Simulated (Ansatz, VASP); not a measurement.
# Au: VASP beside Ansatz

Contents of INCAR:

```
ALGO = Normal
EDIFF = 1E-7
EDIFFG = -0.005
ENCUT = 600
GGA = PE
IBRION = 2
ISIF = 3
ISMEAR = -1
LASPH = T
LCHARG = F
LREAL = F
LWAVE = F
NELM = 100
NSW = 45
PREC = Accurate
SIGMA = 0.05
```

KPOINTS

```
k-points
0
Gamma
  15 15 15
```

Contents of POSCAR:

```
Au
1.0
    2.7485729943      0.0000000000      0.0000000000
    0.0000000000      2.7485729943      0.0000000000
    0.0000000000      0.0000000000      2.7485729943
Au
1
Direct
    0.0000000000      0.0000000000      0.0000000000
```

Input for Ansatz:

```yaml
crystal:
  lattice:
    - [2.7485729943, 0.0, 0.0]
    - [0.0, 2.7485729943, 0.0]
    - [0.0, 0.0, 2.7485729943]
  atoms:
    - { symbol: Au, position: [0.0, 0.0, 0.0] }
kpoints:
  mp_grid: { grid: [15, 15, 15] }
scf:
  occupations: { method: fermi_dirac, width: 0.05 }
hamiltonian:
  xc: pbe
  pseudopotentials:
    kind: all_electron
    lapw: { basis_error: 0.0005 }
    relativity: none
output:
  forces: true
  stress: true
  eigenvalues: true
  populations: true
relax:
  f_tol: 0.005
  max_steps: 25
  cell: {}
```

Alike in both runs: task relaxation of cell and atoms; functional PBE; k mesh 15 × 15 × 15; occupations fermi-dirac, width 0.05 eV; no spin polarisation.

|  | VASP | Ansatz |
| --- | --- | --- |
| version | VASP 6.6.1 | Ansatz 0.2.0 |
| potentials or method | VASP PAW PBE potentials, release 64 (Au), cutoff 600 eV | all-electron LAPW, non-relativistic |

Ansatz gave:

```
relaxed volume (Å³/atom)                                     : 25.48
relaxed cell length with the largest relative difference (Å) : 2.943
```

Problem. Which values does VASP return?

Solution. Relaxed volume (Å³/atom): 20.74; relaxed cell length with the largest relative difference (Å): 2.747.

Ansatz ran all-electron here, and VASP with PAW potentials.

Spin-orbit coupling is off throughout.
